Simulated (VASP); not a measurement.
# W2C (P-3m1) in VASP: a series of runs

The runs below take W2C through single point, with PBE, PBE+D3(BJ).

All numbers are computed with VASP 6.6.1; they aren't measurements. Logs are shortened: lines on timing, memory, paths and dates and some standing lists are left out, and cuts for length are marked.

### 1 The cell of the first run

It takes space group P-3m1 (No. 164, trigonal). Conventional cell: a = 3.070 Å, b = 3.070 Å, c = 4.678 Å, α = 90.00°, β = 90.00°, γ = 120.00°. W (site symmetry 3m) has 3 C at 2.13 Å within 2.8 Å. C (site symmetry -3m) has 6 W at 2.13 Å within 2.8 Å.

### 2 Single point, PBE

INCAR

```
SYSTEM = W2C
PREC     = Accurate       ! precision mode
ENCUT    = 600            ! plane-wave cutoff, eV
EDIFF    = 1E-6           ! SCF threshold, eV
ISMEAR   = 1              ! smearing method
SIGMA    = 0.29           ! smearing width, eV
LREAL    = .False.        ! projectors in reciprocal space
LASPH    = .True.         ! aspherical terms in the spheres
NELM     = 120            ! most SCF steps
ALGO     = Normal         ! electronic algorithm
ISIF     = 2              ! what is computed and relaxed
LWAVE    = .False.        ! write WAVECAR
LCHARG   = .True.         ! write CHGCAR
GGA      = PE             ! functional
LELF     = .True.         ! ELF
LVHAR    = .True.       
NBANDS   = 23             ! bands
GGA_COMPAT= .False.
```

KPOINTS

```
Automatic mesh
0
Gamma
  7 7 4
  0 0 0
```

POSCAR

```
W2C
1.0
    3.0700456420      0.0000000000      0.0000000000
   -1.5350228210      2.6587375167      0.0000000000
    0.0000000000      0.0000000000      4.6784280000
W C
2 1
Direct
    0.3333333333      0.6666666667      0.7463310000
    0.6666666667      0.3333333333      0.2536690000
    0.0000000000      0.0000000000      0.0000000000
```

Potentials or basis: VASP PAW PBE potentials, release 64 (W_sv, C).

Started as:

```bash
cat potpaw_PBE.64/W_sv/POTCAR potpaw_PBE.64/C/POTCAR > POTCAR
mpirun -np 1 vasp_std > vasp.out
```

OUTCAR:

```text
SYSTEM = W2C
   PREC = Accurate
   ENCUT = 600
   EDIFF = 1E-6
   ISMEAR = 1
   LREAL = .False.
   LASPH = .True.
   NELM = 120
   ISIF = 2
   GGA = PE

 ion  position               nearest neighbor table
   1  0.333  0.667  0.746-   3 2.13   3 2.13   3 2.13   2 2.91   2 2.91   2 2.91   2 2.96   2 2.96
                             2 2.96
   2  0.667  0.333  0.254-   3 2.13   3 2.13   3 2.13   1 2.91   1 2.91   1 2.91   1 2.96   1 2.96
                             1 2.96
   3  0.000  0.000  0.000-   1 2.13   2 2.13   1 2.13   2 2.13   2 2.13   1 2.13

  LATTYP: Found a hexagonal cell.
 ALAT       =     3.0700456420
 C/A-ratio  =     1.5238952594

  Lattice vectors:

 A1 = (   3.0700456420,   0.0000000000,   0.0000000000)
 A2 = (  -1.5350228210,   2.6587375167,   0.0000000000)
 A3 = (   0.0000000000,   0.0000000000,   4.6784280000)

Analysis of symmetry for initial positions (statically):
=====================================================================
 Subroutine PRICEL returns:
 Original cell was already a primitive cell.

 Routine SETGRP: Setting up the symmetry group for a
 hexagonal supercell.

 Subroutine GETGRP returns: Found 12 space group operations
 (whereof 12 operations were pure point group operations)
 out of a pool of 24 trial point group operations.

The static configuration has the point symmetry D_3d.

Analysis of symmetry for dynamics (positions and initial velocities):
=====================================================================
 Subroutine PRICEL returns:
 Original cell was already a primitive cell.

 Routine SETGRP: Setting up the symmetry group for a
 hexagonal supercell.

 Subroutine GETGRP returns: Found 12 space group operations
 (whereof 12 operations were pure point group operations)
 out of a pool of 24 trial point group operations.

The dynamic configuration has the point symmetry D_3d.

 Subroutine INISYM returns: Found 12 space group operations
 (whereof 12 operations are pure point group operations),
 and found     1 'primitive' translations

----------------------------------------------------------------------------------------

                                     Primitive cell

  volume of cell :      38.1874

  direct lattice vectors                    reciprocal lattice vectors
     3.070045642  0.000000000  0.000000000     0.325728056  0.188059181  0.000000000
    -1.535022821  2.658737517  0.000000000     0.000000000  0.376118362  0.000000000
     0.000000000  0.000000000  4.678428000     0.000000000  0.000000000  0.213747011

  length of vectors
     3.070045642  3.070045642  4.678428000     0.376118362  0.376118362  0.213747011

  position of ions in fractional coordinates (direct lattice)
     0.333333333  0.666666667  0.746331000
     0.666666667  0.333333333  0.253669000
     0.000000000  0.000000000  0.000000000

  ion indices of the primitive-cell ions
   primitive index   ion index
                 1           1
                 2           2
                 3           3

----------------------------------------------------------------------------------------

 KPOINTS: Automatic mesh

Automatic generation of k-mesh.
 Grid dimensions read from file:
 generate k-points for:    7    7    4

 Generating k-lattice:

  Cartesian coordinates                     Fractional coordinates (reciprocal lattice)
     0.046532579  0.026865597  0.000000000     0.142857143  0.000000000  0.000000000
     0.000000000  0.053731195  0.000000000     0.000000000  0.142857143  0.000000000
     0.000000000  0.000000000  0.053436753     0.000000000  0.000000000  0.250000000

  Length of vectors
     0.053731195  0.053731195  0.053436753

  Shift w.r.t. Gamma in fractional coordinates (k-lattice)
     0.000000000  0.000000000  0.000000000

 Subroutine IBZKPT returns following result:
 ===========================================

 Found     28 irreducible k-points:

 Following reciprocal coordinates:
            Coordinates               Weight
  0.000000  0.000000  0.000000      1.000000
  0.142857  0.000000  0.000000      6.000000
  0.285714  0.000000  0.000000      6.000000
  0.428571  0.000000  0.000000      6.000000
  0.142857  0.142857  0.000000      6.000000
  0.285714  0.142857  0.000000     12.000000
[... 16 lines left out ...]
  0.285714  0.000000  0.500000      6.000000
  0.428571  0.000000  0.500000      6.000000
 [... further k-points ...]
   k-points           NKPTS =     28   k-points in BZ     NKDIM =     28   number of bands    NBANDS=     23
   number of dos      NEDOS =    301   number of ions     NIONS =      3
   total plane-waves  NPLWV =  31360
   dimension x,y,z NGX =    28 NGY =   28 NGZ =   40
   dimension x,y,z NGXF=    56 NGYF=   56 NGZF=   80
   ions per type =               2   1
   NGX,Y,Z   is equivalent  to a cutoff of  15.16, 15.16, 14.21 a.u.
   NGXF,Y,Z  is equivalent  to a cutoff of  30.32, 30.32, 28.43 a.u.
 SYSTEM =  W2C
   PREC   = accura    normal or accurate (medium, high low for compatibility)
   ISTART =      0    job   : 0-new  1-cont  2-samecut
   ICHARG =      2    charge: 1-file 2-atom 10-const
   ISPIN  =      1    spin polarized calculation?
   LNONCOLLINEAR =      F non collinear calculations
   LSORBIT =      F    spin-orbit coupling
   LASPH  =      T    aspherical Exc in radial PAW
   ENCUT  =  600.0 eV  44.10 Ry    6.64 a.u.   6.13  6.13  9.34*2*pi/ulx,y,z
   NELM   =    120;   NELMIN=  2; NELMDL= -5     # of ELM steps
   EDIFF  = 0.1E-05   stopping-criterion for ELM
   LREAL  =      F    real-space projection
   EDIFFG = 0.1E-04   stopping-criterion for IOM
   NSW    =      0    number of steps for IOM
   IBRION =     -1    ionic relax: 0-MD 1-quasi-New 2-CG
   NFREE  =      0    steps in history (QN), initial steepest desc. (CG)
   ISIF   =      2    stress and relaxation
   ISYM   =      2    0-nonsym 1-usesym 2-fastsym
   POTIM  = 0.5000    time-step for ionic-motion
   TEBEG  =    0.0;   TEEND  =   0.0 temperature during run
   PSTRESS=    0.0 pullay stress
   NELECT =      32.0000    total number of electrons
   NUPDOWN=      -1.0000    fix difference up-down
   EMIN   =  10.00;   EMAX   =-10.00  energy-range for DOS
   EFERMI =   0.00;   METHOD = LEGACY
   ISMEAR =     1;   SIGMA  =   0.29  broadening in eV -4-tet -1-fermi 0-gaus
   EFERMI_NEDOS =   21; number of points for ismear=-14 and -15
   IALGO  =     38    algorithm
   IMIX   =      4    mixing-type and parameters
     AMIX     =   0.40;   BMIX     =  1.00
     AMIX_MAG =   1.60;   BMIX_MAG =  1.00
  volume/ion in A,a.u.               =      12.73        85.90
  Fermi-wavevector in a.u.,A,eV,Ry     =   1.543422  2.916645 32.411147  2.382152
  Thomas-Fermi vector in A             =   2.649087
   LORBIT       =      0    0 simple, 1 ext, 2 COOP (PROOUT), +10 PAW based schemes
   GGA     = PE    functional components
   LHFCALC =     F    Hartree Fock is set to
   AEXX    =    0.0000 exact exchange contribution
   IVDW    =     0    specifies the selected vdW correction
   LEPSILON=     F    determine dielectric tensor
   LRPA    =     F    only Hartree local field effects (RPA)
 non-spin polarized calculation
 Methfessel and Paxton  Order N= 1 SIGMA  =   0.29
  energy-cutoff  :      600.00
  volume of cell :       38.19
 maximum number of plane-waves:      1288
 NGX is ok and might be reduce to    28
   NGX = 13   NGY = 13   NGZ = 19

 number of electron      32.0000000 magnetization

 Free energy of the ion-electron system (eV)
  ---------------------------------------------------
  ext. energy  EPLUGINS =         0.00000000
  ---------------------------------------------------
  free energy    TOTEN  =       -34.95218626 eV

  energy without entropy =      -34.94688870  energy(sigma->0) =      -34.95042041

 E-fermi :  11.5657     XC(G=0): -13.4553

 val. band max:       11.5373024636   @ k =   0.1429   0.0000   0.2500
 cond. band min:      11.5853522424   @ k =  -0.1429   0.4286   0.2500
 fundamental gap:      0.0480497788
 Fermi energy:        11.5656882625

 k-point     1 :       0.0000    0.0000    0.0000
  band No.  band energies     occupation
      1     -63.2975      2.00000
      2     -63.2221      2.00000
      3     -27.9507      2.00000
      4     -27.3681      2.00000
      5     -27.3681      2.00000
      6     -27.2336      2.00000
[... 15 lines left out ...]
     22      18.2862      0.00000
     23      18.9292      0.00000

 k-point     2 :       0.1429    0.0000    0.0000
  band No.  band energies     occupation
      1     -63.2890      2.00000
      2     -63.2201      2.00000
      3     -27.9003      2.00000
      4     -27.4604      2.00000
      5     -27.4032      2.00000
      6     -27.3243      2.00000
[... 15 lines left out ...]
     22      17.8818      0.00000
     23      18.5971      0.00000

 k-point     3 :       0.2857    0.0000    0.0000
  band No.  band energies     occupation
      1     -63.2684      2.00000
      2     -63.2174      2.00000
      3     -27.7699      2.00000
      4     -27.6658      2.00000
      5     -27.5183      2.00000
      6     -27.4749      2.00000
[... 15 lines left out ...]
     22      17.1806     -0.00000
     23      17.4725      0.00000

 k-point     4 :       0.4286    0.0000    0.0000
  band No.  band energies     occupation
      1     -63.2483      2.00000
      2     -63.2187      2.00000
      3     -27.8337      2.00000
      4     -27.6665      2.00000
      5     -27.6178      2.00000
      6     -27.5283      2.00000
[... 15 lines left out ...]
     22      15.8007     -0.00000
     23      18.3411      0.00000

 k-point     5 :       0.1429    0.1429    0.0000
  band No.  band energies     occupation
      1     -63.2744      2.00000
      2     -63.2179      2.00000
      3     -27.8089      2.00000
      4     -27.5674      2.00000
      5     -27.5467      2.00000
      6     -27.3909      2.00000
[... 434 lines left out ...]
 k-point    22 :       0.1429    0.0000    0.5000
  band No.  band energies     occupation
      1     -63.2566      2.00000
      2     -63.2527      2.00000
      3     -27.6050      2.00000
      4     -27.5545      2.00000
      5     -27.3298      2.00000
      6     -27.3211      2.00000
[... 15 lines left out ...]
     22      16.5095     -0.00000
     23      16.9249     -0.00000

 k-point    23 :       0.2857    0.0000    0.5000
  band No.  band energies     occupation
      1     -63.2443      2.00000
      2     -63.2415      2.00000
      3     -27.7688      2.00000
      4     -27.7229      2.00000
      5     -27.3760      2.00000
      6     -27.3644      2.00000
[... 15 lines left out ...]
     22      18.1948      0.00000
     23      18.3749      0.00000

 k-point    24 :       0.4286    0.0000    0.5000
  band No.  band energies     occupation
      1     -63.2343      2.00000
      2     -63.2327      2.00000
      3     -27.9013      2.00000
      4     -27.8766      2.00000
      5     -27.4127      2.00000
      6     -27.4035      2.00000
[... 15 lines left out ...]
     22      18.5032      0.00000
     23      18.6395      0.00000

 [... further k-points ...]
[... 5 lines left out ...]
  --------------------------------------------------------------------------------------
  -------------------------------------------------------------------------------------
  Total       -0.2050733     -0.2050733     -0.2547760     -0.0000000      0.0000000      0.0000000
  in kB       -8.6039800     -8.6039800    -10.6892907     -0.0000000      0.0000000      0.0000000
  external PRESSURE =      -9.2990836 kB  Pullay stress =       0.0000000 kB

 VOLUME and BASIS-vectors are now :
 -----------------------------------------------------------------------------
  energy-cutoff  :      600.00
  volume of cell :       38.19
      direct lattice vectors                 reciprocal lattice vectors
     3.070045642  0.000000000  0.000000000     0.325728056  0.188059181  0.000000000
    -1.535022821  2.658737517  0.000000000     0.000000000  0.376118362  0.000000000
     0.000000000  0.000000000  4.678428000     0.000000000  0.000000000  0.213747011

 POSITION                                       TOTAL-FORCE (eV/Angst)
 -----------------------------------------------------------------------------------
     -0.00000      1.77249      3.49166         0.000000      0.000000     -0.173445
      1.53502      0.88625      1.18677        -0.000000     -0.000000      0.173445
      0.00000      0.00000      0.00000        -0.000000      0.000000      0.000000
 -----------------------------------------------------------------------------------
    total drift:                                0.000000      0.000000      0.000000

  FREE ENERGIE OF THE ION-ELECTRON SYSTEM (eV)
  ---------------------------------------------------
  free  energy   TOTEN  =       -34.9521862591 eV

  energy  without entropy=      -34.9468886985  energy(sigma->0) =      -34.95042041
```

Wall time 66 s (1 thread of Intel Xeon 8259CL, shared host); peak memory 0.19 GiB.

What came out:

| Quantity | Value |
| --- | --- |
| Free energy | -34.9522 eV |
| Pressure | -0.9 GPa |
| Largest force | 0.173 eV/Å |
| Band gap on the k mesh | zero (band 16 reaches 12.63 eV, above the bottom of band 17 at 10.46 eV) |

Forces on the atoms (eV/Å):
```
W    0.000  0.000 -0.173
W    0.000  0.000  0.173
C    0.000  0.000  0.000
```

Caveat: spin-orbit coupling is left out, which moves the levels of the heavy elements.

### 3 Single point, PBE, collinear spin, antiferromagnetic start

INCAR

```
SYSTEM = W2C
PREC     = Accurate       ! precision mode
ENCUT    = 600            ! plane-wave cutoff, eV
EDIFF    = 1E-6           ! SCF threshold, eV
ISMEAR   = 0              ! smearing method
SIGMA    = 0.1            ! smearing width, eV
LREAL    = .FALSE.        ! projectors in reciprocal space
LASPH    = .TRUE.         ! aspherical terms in the spheres
NELM     = 200            ! most SCF steps
ALGO     = Normal         ! electronic algorithm
ISIF     = 2              ! what is computed and relaxed
LWAVE    = .FALSE.        ! write WAVECAR
LCHARG   = .FALSE.        ! write CHGCAR
ISPIN    = 2              ! spin polarisation
MAGMOM   = 0.1 -0.1 0     ! initial moments
LORBIT   = 11             ! projections on sites
LMAXMIX  = 4              ! l up to which the mixer works
GGA      = PE             ! functional
NBANDS   = 27             ! bands
GGA_COMPAT= .FALSE.
```

KPOINTS

```
regular mesh
0
G
  6 6 4
  0 0 0
```

POSCAR is that of step 2.

Potentials or basis: VASP PAW PBE potentials, release 64 (W_sv, C).

Started as:

```bash
cat potpaw_PBE.64/W_sv/POTCAR potpaw_PBE.64/C/POTCAR > POTCAR
mpirun -np 1 vasp_std > vasp.out
```

It took 2 min on 1 thread of Intel Xeon 8259CL, shared host; peak memory 0.22 GiB.

It converged, with:

```
Free energy                                           : -34.9969 eV
Pressure                                              : -1.2 GPa
Largest force                                         : 0.118 eV/Å
Band gap on the k mesh                                : zero (filled and empty bands overlap)
Net moment                                            : 0.00 μB per cell
Valence electrons inside the program's atomic spheres : W 12.06; C 2.46
```

Forces on the atoms (eV/Å):
```
W    0.000  0.000  0.118
W    0.000  0.000 -0.118
C    0.000  0.000  0.000
```

Stress tensor (GPa, compression positive):
```
-0.62  0.00  0.00
 0.00 -0.62  0.00
 0.00  0.00 -2.26
```

Levels at points of the mesh, in eV from the Fermi level:
Spin up:
```csv
k point,band 13,band 14,band 15,band 16,band 17,band 18,band 19,band 20
"(0.00, 0.00, 0.00)",-4.03,-1.51,-1.40,-1.40,-1.11,-1.11,0.51,0.51
"(0.50, 0.00, 0.00)",-5.47,-3.47,-1.81,1.33,2.19,2.53,2.98,3.15
"(0.00, 0.00, 0.50)",-3.29,-2.85,-2.34,-2.34,0.99,0.99,1.59,1.59
"(0.50, 0.00, 0.50)",-4.14,-2.69,-2.51,-0.52,0.21,1.97,2.52,2.79
```
Spin down:
| k point | band 12 | band 13 | band 14 | band 15 | band 16 | band 17 | band 18 | band 19 | band 20 | band 21 |
| --- | --- | --- | --- | --- | --- | --- | --- | --- | --- | --- |
| (0.00, 0.00, 0.00) | -5.47 | -4.03 | -1.51 | -1.40 | -1.40 | -1.11 | -1.11 | 0.51 | 0.51 | 1.51 |
| (0.50, 0.00, 0.00) | -5.82 | -5.47 | -3.47 | -1.81 | 1.33 | 2.19 | 2.53 | 2.98 | 3.15 | 3.45 |
| (0.00, 0.00, 0.50) | -5.79 | -3.29 | -2.85 | -2.34 | -2.34 | 0.99 | 0.99 | 1.59 | 1.59 | 3.25 |
| (0.50, 0.00, 0.50) | -5.33 | -4.14 | -2.69 | -2.51 | -0.52 | 0.21 | 1.97 | 2.52 | 2.79 | 3.13 |

Caveat: the k points lie up to 0.39 Å⁻¹ apart; spin-orbit coupling is left out, which moves the levels of the heavy elements.

### 4 Single point, PBE+D3(BJ)

INCAR

```
SYSTEM = W2C
PREC     = Accurate       ! precision mode
ENCUT    = 600            ! plane-wave cutoff, eV
EDIFF    = 1E-6           ! SCF threshold, eV
ISMEAR   = 0              ! smearing method
SIGMA    = 0.1            ! smearing width, eV
LREAL    = .False.        ! projectors in reciprocal space
LASPH    = .True.         ! aspherical terms in the spheres
NELM     = 120            ! most SCF steps
ALGO     = Normal         ! electronic algorithm
ISIF     = 2              ! what is computed and relaxed
LWAVE    = .False.        ! write WAVECAR
LCHARG   = .True.         ! write CHGCAR
GGA      = PE             ! functional
IVDW     = 12             ! dispersion correction
LELF     = .True.         ! ELF
LVHAR    = .True.       
NBANDS   = 23             ! bands
GGA_COMPAT= .False.
```

KPOINTS

```
regular mesh
0
Gamma
  3 3 1
  0 0 0
```

POSCAR is that of step 3.

Started as:

```bash
cat potpaw_PBE.64/W_sv/POTCAR potpaw_PBE.64/C/POTCAR > POTCAR
mpirun -np 1 vasp_std > vasp.out
```

Wall time 8.9 s (1 thread of Intel Xeon 6975P-C, shared host); peak memory 0.18 GiB.

The run converged. Its results:

```
Free energy                : -36.4491 eV
Pressure                   : -6.1 GPa
Largest force              : 1.944 eV/Å
Band gap on the k mesh     : zero (band 16 reaches 12.47 eV, above the bottom of band 17 at 10.47 eV)
Dispersion energy per atom : -0.517 eV
```

Forces in eV/Å, atoms in the order of the input:
```
W    0.000  0.000  1.944
W    0.000  0.000 -1.944
C    0.000  0.000  0.000
```

Stress tensor (GPa, compression positive):
```
 16.31   0.00   0.00
  0.00  16.31   0.00
  0.00   0.00 -50.96
```

Levels at points of the mesh, in eV from the Fermi level:
```tsv
k point	band 13	band 14	band 15	band 16	band 17	band 18	band 19	band 20
(0.00, 0.00, 0.00)	-4.15	-1.66	-1.52	-1.52	-1.25	-1.25	0.40	0.40
```

Caveat: the k points lie up to 1.34 Å⁻¹ apart; spin-orbit coupling is left out, which moves the levels of the heavy elements; pairwise dispersion overbinds metals, which lowers pressure and volume; forces of over 1 eV/Å act on the atoms, so gaps and moduli don't describe the material at rest.

### 5 Summary

```tsv
level	spin	k mesh	smearing	gap on the mesh (eV)	pressure (GPa)	largest force (eV/Å)
PBE	off	7 × 7 × 4	methfessel-paxton 0.29 eV	none	-0.9	0.17
PBE	collinear, antiferromagnetic start	6 × 6 × 4	gaussian 0.1 eV	none	-1.2	0.12
PBE+D3(BJ)	off	3 × 3 × 1	gaussian 0.1 eV	none	-6.1	1.94
```

Alike in all rows: task single point; potentials or basis VASP PAW PBE potentials, release 64 (W_sv, C); cell as given; cutoff (eV) 600.

Caveats: some runs use coarse meshes; spin-orbit coupling is left out, which moves the levels of the heavy elements; pairwise dispersion overbinds metals, which lowers pressure and volume (some runs); forces of over 1 eV/Å act on the atoms, so gaps and moduli don't describe the material at rest (some runs).

Absolute energies hang on the potentials; compare differences alone.
